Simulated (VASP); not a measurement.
# Sn (Im-3m) in VASP: further runs, part 2 of 2

VASP 6.6.1. Earlier steps stand in the parts before.

**3. Single point, PBEsol**

This run uses another cell than the first one, of 26.12 Å³/atom, 1.021 times its volume.

Contents of INCAR:

```
SYSTEM = Sn
PREC = Accurate ; ENCUT = 520
EDIFF = 1E-6 ; ISMEAR = -1
SIGMA = 0.1 ; LREAL = .FALSE.
LASPH = .TRUE. ; NELM = 100
ALGO = Normal ; ISIF = 2
LWAVE = .FALSE. ; LCHARG = .FALSE.
GGA = PS ; NBANDS = 13
```

Contents of KPOINTS:

```
Automatic mesh
0
G
  11 11 11
  0 0 0
```

Contents of POSCAR:

```
Sn
1.0
   -1.8690454556      1.8690454556      1.8690454556
    1.8690454556     -1.8690454556      1.8690454556
    1.8690454556      1.8690454556     -1.8690454556
Sn
1
Direct
    0.0000000000      0.0000000000      0.0000000000
```

Potentials or basis: VASP PAW PBE potentials, release 64 (Sn_d).

Launch:

```
cat potpaw_PBE.64/Sn_d/POTCAR > POTCAR
mpirun -np 1 vasp_std > vasp.out
```

OUTCAR:

```text
SYSTEM = Sn
   PREC = Accurate
   ENCUT = 520
   EDIFF = 1E-6
   ISMEAR = -1
   LREAL = .FALSE.
   LASPH = .TRUE.
   NELM = 100
   ISIF = 2
   GGA = PS

 ion  position               nearest neighbor table
   1  0.000  0.000  0.000-

  LATTYP: Found a body centered cubic cell.
 ALAT       =     3.7380909112

  Lattice vectors:

 A1 = (  -1.8690454556,   1.8690454556,   1.8690454556)
 A2 = (   1.8690454556,  -1.8690454556,   1.8690454556)
 A3 = (   1.8690454556,   1.8690454556,  -1.8690454556)

Analysis of symmetry for initial positions (statically):
=====================================================================
 Subroutine PRICEL returns:
 Original cell was already a primitive cell.

 Routine SETGRP: Setting up the symmetry group for a
 body centered cubic supercell.

 Subroutine GETGRP returns: Found 48 space group operations
 (whereof 48 operations were pure point group operations)
 out of a pool of 48 trial point group operations.

The static configuration has the point symmetry O_h .

Analysis of symmetry for dynamics (positions and initial velocities):
=====================================================================
 Subroutine PRICEL returns:
 Original cell was already a primitive cell.

 Routine SETGRP: Setting up the symmetry group for a
 body centered cubic supercell.

 Subroutine GETGRP returns: Found 48 space group operations
 (whereof 48 operations were pure point group operations)
 out of a pool of 48 trial point group operations.

The dynamic configuration has the point symmetry O_h .

 Subroutine INISYM returns: Found 48 space group operations
 (whereof 48 operations are pure point group operations),
 and found     1 'primitive' translations

----------------------------------------------------------------------------------------

                                     Primitive cell

  volume of cell :      26.1168
[... 106 lines left out ...]
     AMIX     =   0.40;   BMIX     =  1.00
     AMIX_MAG =   1.60;   BMIX_MAG =  1.00
  volume/ion in A,a.u.               =      26.12       176.24
  Fermi-wavevector in a.u.,A,eV,Ry     =   1.329875  2.513100 24.062840  1.768569
  Thomas-Fermi vector in A             =   2.459005
   LORBIT       =      0    0 simple, 1 ext, 2 COOP (PROOUT), +10 PAW based schemes
   GGA     = PS    functional components
   LHFCALC =     F    Hartree Fock is set to
   AEXX    =    0.0000 exact exchange contribution
   IVDW    =     0    specifies the selected vdW correction
   LEPSILON=     F    determine dielectric tensor
   LRPA    =     F    only Hartree local field effects (RPA)
 non-spin polarized calculation
  energy-cutoff  :      520.00
  volume of cell :       26.12
 maximum number of plane-waves:       718
   NGX = 13   NGY = 13   NGZ = 13

 number of electron      13.9999991 magnetization

 Free energy of the ion-electron system (eV)
  ---------------------------------------------------
  ext. energy  EPLUGINS =         0.00000000
  ---------------------------------------------------
  free energy    TOTEN  =        -4.23180185 eV

  energy without entropy =       -4.21128282  energy(sigma->0) =       -4.22154233

 E-fermi :   8.4182     XC(G=0): -10.6931

 val. band max:        8.2760182299   @ k =   0.3636   0.1818   0.0909
 cond. band min:       8.4191366870   @ k =  -0.4545   0.4545   0.3636
 fundamental gap:      0.1431184571
 Fermi energy:         8.4181616266

 k-point     1 :       0.0000    0.0000    0.0000
  band No.  band energies     occupation
      1     -13.0444      2.00000
      2     -13.0444      2.00000
      3     -13.0444      2.00000
      4     -12.8865      2.00000
      5     -12.8865      2.00000
      6      -2.9742      2.00000
      7      16.7482      0.00000
      8      16.7482      0.00000
      9      16.7482      0.00000
     10      20.6241      0.00000
     11      20.6241      0.00000
     12      20.6241      0.00000
     13      21.4743      0.00000
[... 354 lines left out ...]
  band No.  band energies     occupation
      1     -13.0608      2.00000
      2     -12.9883      2.00000
      3     -12.8972      2.00000
      4     -12.8932      2.00000
      5     -12.8569      2.00000
      6       2.6004      2.00000
      7       4.7772      2.00000
      8       8.2760      1.61113
      9      10.6043      0.00000
     10      20.9229      0.00000
     11      22.7680      0.00000
     12      24.1055      0.00000
     13      24.5265      0.00000

 [... further k-points ...]
[... 5 lines left out ...]
  --------------------------------------------------------------------------------------
  -------------------------------------------------------------------------------------
  Total        0.0562263      0.0562263      0.0562263      0.0000000     -0.0000000      0.0000000
  in kB        3.4492980      3.4492980      3.4492980      0.0000000     -0.0000000      0.0000000
  external PRESSURE =       3.4492980 kB  Pullay stress =       0.0000000 kB

 VOLUME and BASIS-vectors are now :
 -----------------------------------------------------------------------------
  energy-cutoff  :      520.00
  volume of cell :       26.12
      direct lattice vectors                 reciprocal lattice vectors
    -1.869045456  1.869045456  1.869045456     0.000000000  0.267516233  0.267516233
     1.869045456 -1.869045456  1.869045456     0.267516233  0.000000000  0.267516233
     1.869045456  1.869045456 -1.869045456     0.267516233  0.267516233  0.000000000

 POSITION                                       TOTAL-FORCE (eV/Angst)
 -----------------------------------------------------------------------------------
      0.00000      0.00000      0.00000         0.000000      0.000000      0.000000
 -----------------------------------------------------------------------------------
    total drift:                                0.000000      0.000000     -0.000000

  FREE ENERGIE OF THE ION-ELECTRON SYSTEM (eV)
  ---------------------------------------------------
  free  energy   TOTEN  =        -4.2318018473 eV

  energy  without entropy=       -4.2112828208  energy(sigma->0) =       -4.22154233
```

It took 7.1 s on 1 thread of Intel Xeon Platinum 8259CL at 2.50GHz (Skylake/Cascade Lake), shared host; peak memory 0.14 GiB.

Results:

- Free energy: -4.2318 eV
- Pressure: 0.3 GPa
- Band gap on the k mesh: zero (band 7 reaches 16.75 eV, above the bottom of band 8 at 5.91 eV)

Caveat: the PAW data sets were made with another functional, which shifts forces and pressure a little; spin-orbit coupling is left out, which moves the levels of the heavy elements.

**4. Single point, PBEsol**

This run uses another cell than the first one, of 26.66 Å³/atom, 1.043 times its volume.

Contents of INCAR:

```
  ALGO = Normal
  EDIFF = 1E-6
  ENCUT = 520
  GGA = PS
  ISIF = 2
  ISMEAR = -1
  LASPH = T
  LCHARG = T
  LELF = T
  LREAL = F
  LVHAR = T
  LWAVE = F
  NBANDS = 13
  NELM = 60
  PREC = Accurate
  SIGMA = 0.1
```

Contents of KPOINTS:

```
k-points
0
Gamma
  11 11 11
```

Contents of POSCAR:

```
Sn
1.0
   -1.8819358316      1.8819358316      1.8819358316
    1.8819358316     -1.8819358316      1.8819358316
    1.8819358316      1.8819358316     -1.8819358316
Sn
1
Direct
    0.0000000000      0.0000000000      0.0000000000
```

Launch:

```
cat potpaw_PBE.64/Sn_d/POTCAR > POTCAR
mpirun -np 1 vasp_std > vasp.out
```

Wall time 7.8 s (1 thread of Intel Xeon Platinum 8259CL at 2.50GHz (Skylake/Cascade Lake), shared host); peak memory 0.14 GiB.

The run converged. Its results:

```
Free energy            : -4.2313 eV
Pressure               : -0.7 GPa
Band gap on the k mesh : zero (band 7 reaches 16.30 eV, above the bottom of band 8 at 5.72 eV)
```

Levels at points of the mesh, in eV from the Fermi level:
```csv
k point,band 3,band 4,band 5,band 6,band 7,band 8,band 9,band 10,band 11,band 12
"(0.00, 0.00, 0.00)",-21.45,-21.30,-21.30,-11.24,8.13,8.13,8.13,12.16,12.16,12.16
```

Caveat: the PAW data sets were made with another functional, which shifts forces and pressure a little; spin-orbit coupling is left out, which moves the levels of the heavy elements.

**5. Single point, PBEsol**

This run uses another cell than the first one, of 27.20 Å³/atom, 1.064 times its volume.

Contents of INCAR:

```
SYSTEM = Sn
ALGO     = Normal         ! electronic algorithm
EDIFF    = 1E-7           ! SCF threshold, eV
ENCUT    = 520            ! plane-wave cutoff, eV
GGA      = PS             ! functional
ISIF     = 2              ! what is computed and relaxed
ISMEAR   = -1             ! smearing method
LASPH    = .True.         ! aspherical terms in the spheres
LCHARG   = .False.        ! write CHGCAR
LREAL    = .False.        ! projectors in reciprocal space
LWAVE    = .False.        ! write WAVECAR
NBANDS   = 13             ! bands
NELM     = 100            ! most SCF steps
PREC     = Accurate       ! precision mode
SIGMA    = 0.1            ! smearing width, eV
```

Contents of KPOINTS:

```
k-points
0
Gamma
  11 11 11
  0 0 0
```

Contents of POSCAR:

```
Sn
1.0
   -1.8946520000      1.8946520000      1.8946520000
    1.8946520000     -1.8946520000      1.8946520000
    1.8946520000      1.8946520000     -1.8946520000
Sn
1
Direct
    0.0000000000      0.0000000000      0.0000000000
```

Launch:

```
cat potpaw_PBE.64/Sn_d/POTCAR > POTCAR
mpirun -np 1 vasp_std > vasp.out
```

It took 7.9 s on 1 thread of Intel Xeon Platinum 8259CL at 2.50GHz (Skylake/Cascade Lake), shared host; peak memory 0.15 GiB.

Results (log left out):

```yaml
Free_energy: -4.2272 eV
Pressure: -1.8 GPa
Band_gap_on_the_k_mesh: zero (band 7 reaches 15.86 eV, above the bottom of band 8 at 5.54 eV)
```

Levels at points of the mesh, in eV from the Fermi level:
| k point | band 3 | band 4 | band 5 | band 6 | band 7 | band 8 | band 9 | band 10 | band 11 | band 12 |
| --- | --- | --- | --- | --- | --- | --- | --- | --- | --- | --- |
| (0.00, 0.00, 0.00) | -21.44 | -21.30 | -21.30 | -11.09 | 7.94 | 7.94 | 7.94 | 12.12 | 12.12 | 12.12 |

Caveat: the PAW data sets were made with another functional, which shifts forces and pressure a little; spin-orbit coupling is left out, which moves the levels of the heavy elements.

**6. The runs side by side**

| cell | gap on the mesh (eV) | pressure (GPa) |
| --- | --- | --- |
| a = 3.215 Å, angles 109.5°, 1 atom | none | 1.6 |
| a = 3.237 Å, angles 109.5°, 1 atom | none | 0.3 |
| a = 3.260 Å, angles 109.5°, 1 atom | none | -0.7 |
| a = 3.282 Å, angles 109.5°, 1 atom | none | -1.8 |

Alike in all rows: task single point; level PBEsol; potentials or basis VASP PAW PBE potentials, release 64 (Sn_d); no spin polarisation; k mesh 11 × 11 × 11; cutoff (eV) 520; smearing fermi-dirac 0.1 eV.

Caveats: the PAW data sets were made with another functional, which shifts forces and pressure a little; spin-orbit coupling is left out, which moves the levels of the heavy elements.

Total energies depend on the potentials used, so only differences within one code and one set of settings carry meaning.
